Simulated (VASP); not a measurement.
Here is a VASP 6.6.1 calculation.

Contents of INCAR:

```
PREC = Accurate
ENCUT = 600
EDIFF = 1E-6
ISMEAR = 0
SIGMA = 0.15
LREAL = False
LASPH = True
NELM = 60
ALGO = Normal
ISIF = 3
LWAVE = False
LCHARG = False
GGA = PE
IBRION = 2
NSW = 36
EDIFFG = -0.08
```

File KPOINTS:

```
regular mesh
0
Gamma
  3 3 2
```

The input POSCAR:

```
Sn2Bi2O
1.0
    3.1598138700     -3.4436454000      0.0000000000
    3.1598138700      3.4436454000      0.0000000000
    0.0000000000      0.0000000000      6.0770693100
Sn Bi O
2 2 1
Direct
    0.2562384200      0.2562384200      0.5000000000
    0.7437615800      0.7437615800      0.5000000000
    0.0000000000      0.5000000000      0.1156602900
    0.5000000000      0.0000000000      0.8843397100
    0.0000000000      0.0000000000      0.5000000000
```

Potentials or basis: VASP PAW PBE potentials, release 64 (Sn_d, Bi_d, O).

Run with:

```bash
$ cat potpaw_PBE.64/Sn_d/POTCAR potpaw_PBE.64/Bi_d/POTCAR potpaw_PBE.64/O/POTCAR > POTCAR
$ mpirun -np 1 vasp_std > vasp.out
```

**Question.** Estimate the space group after relaxing (to 0.1 Å).

**Answer.** Cmmm (No. 65).

**Question.** What does it give for the relaxed cell?

**Answer.** a = 5.046 Å, b = 5.046 Å, c = 5.649 Å, α = 90.00°, β = 90.00°, γ = 81.61°.

**Question.** What does it give for the band gap on the k mesh?

**Answer.** Zero (bands 32 and 33 overlap by 1.57 eV).

The path:
```
step  energy change (eV)  largest force (eV/Å)  pressure (GPa)  volume (Å³)
   1              0.0000               16.4356           27.47       132.25
   2              1.9891                7.1009           -4.09       226.14
   3              0.7267                5.2375           -4.61       212.46
   4             -0.1321                4.3513           -4.86       202.10
   5             -3.1057                3.7912           -3.87       166.15
   6             -4.4570                3.0332           -0.28       148.95
   7             -4.5934                1.6603            4.59       140.54
   8             -4.6259                2.1650            2.26       143.86
   9             -4.6310                1.9917            2.70       143.16
  10             -5.0731                1.3274           -1.24       152.79
  11             -5.1852                1.1671           -3.15       161.31
  12             -5.5359                1.2183           -0.19       154.29
  13             -5.5407                1.2195            0.30       153.46
  14             -5.8255                1.1499            0.47       149.55
  15             -6.1682                0.8715            2.95       137.52
  16             -6.1721                0.8557            1.80       140.22
  17             -6.1816                0.8554            2.29       138.94
  18             -6.1034                1.2206           -2.73       147.97
  19             -6.2337                0.1624            0.09       142.25
  20             -6.2337                0.1640            0.12       142.16
  21             -6.2425                0.1120           -0.16       143.20
  22             -6.2426                0.1078           -0.18       143.30
  23             -6.2442                0.0861            0.03       142.72
  24             -6.2446                0.0760            0.19       142.29
```

Caveat: the k points lie up to 0.56 Å⁻¹ apart in the final cell, too coarse for converged energies and pressures of a metal; spin-orbit coupling is left out, which moves the levels of the heavy elements; the relaxation stopped at a loose force limit of 0.08 eV/Å, so its end isn't a converged minimum.
